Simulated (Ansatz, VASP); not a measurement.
# One calculation of NaHgF3, two programs

Contents of POSCAR:

```
NaHgF3
1.0
    4.4988204031      0.0000000000      0.0000000000
    0.0000000000      4.4988204031      0.0000000000
    0.0000000000      0.0000000000      4.4988204031
Na Hg F
1 1 3
Direct
    0.0000000000      0.0000000000      0.0000000000
    0.5000000000      0.5000000000      0.5000000000
    0.5000000000      0.5000000000      0.0000000000
    0.5000000000      0.0000000000      0.5000000000
    0.0000000000      0.5000000000      0.5000000000
```

Contents of INCAR.step1:

```
SYSTEM = NaHgF3
PREC = Accurate
ENCUT = 520
ISMEAR = 0
SIGMA = 0.01
LREAL = .False.
LASPH = .True.
NELM = 60
NBANDS = 28
GGA = PE
ALGO = Normal
EDIFF = 1E-4
LWAVE = .True.
LCHARG = .False.
```

The input INCAR.step2:

```
SYSTEM = NaHgF3
PREC = Accurate
ENCUT = 520
EDIFF = 1E-7
ISMEAR = 0
SIGMA = 0.01
LREAL = .False.
LASPH = .True.
NELM = 60
ALGO = Normal
ISIF = 2
LWAVE = .False.
LCHARG = .True.
METAGGA = R2SCAN
LMIXTAU = .True.
LELF = .True.
LVHAR = .True.
NBANDS = 28
ISTART = 1
```

KPOINTS

```
Automatic mesh
0
Gamma
  6 6 6
  0 0 0
```

Input for Ansatz:

```yaml
crystal:
  lattice:
    - [4.4988204031, 0.0, 0.0]
    - [0.0, 4.4988204031, 0.0]
    - [0.0, 0.0, 4.4988204031]
  atoms:
    - { symbol: Na, position: [0.0, 0.0, 0.0] }
    - { symbol: Hg, position: [0.5, 0.5, 0.5] }
    - { symbol: F, position: [0.5, 0.5, 0.0] }
    - { symbol: F, position: [0.5, 0.0, 0.5] }
    - { symbol: F, position: [0.0, 0.5, 0.5] }
kpoints:
  mp_grid: { grid: [6, 6, 6] }
  band_path:
    path: [[0.0, 0.0, 0.0], [0.0, 0.5, 0.0], [0.5, 0.5, 0.0], [0.5, 0.5, 0.5]]
    npoints: 1
hamiltonian:
  xc: r2scan
scf:
  occupations: { method: fixed }
  n_extra_bands: 5
output:
  forces: true
  stress: true
  eigenvalues: true
```

Alike in both runs: task single point; functional r2SCAN; k mesh 6 × 6 × 6; no spin polarisation.

```csv
,VASP,Ansatz
version,VASP 6.6.1,Ansatz 0.2.0
potentials or method,"VASP PAW PBE potentials, release 64 (Na_pv, Hg, F)","plane waves, PAW"
plane-wave cutoff (eV),520,500
occupations,"gaussian, width 0.01 eV",fixed
valence electrons in the cell,40,50
```

```tsv
	VASP	Ansatz	Ansatz less VASP
gap on the k mesh at the Fermi level (eV)	0.83	0.88	+0.051
pressure (GPa)	0.5	0.0	-0.50
```

VASP's potentials were made for PBE, not for r2SCAN. VASP's potentials hold 40 valence electrons a cell and Ansatz's 50, so a difference there can come from the potentials and not from the codes.

Neither program's run includes spin-orbit coupling.
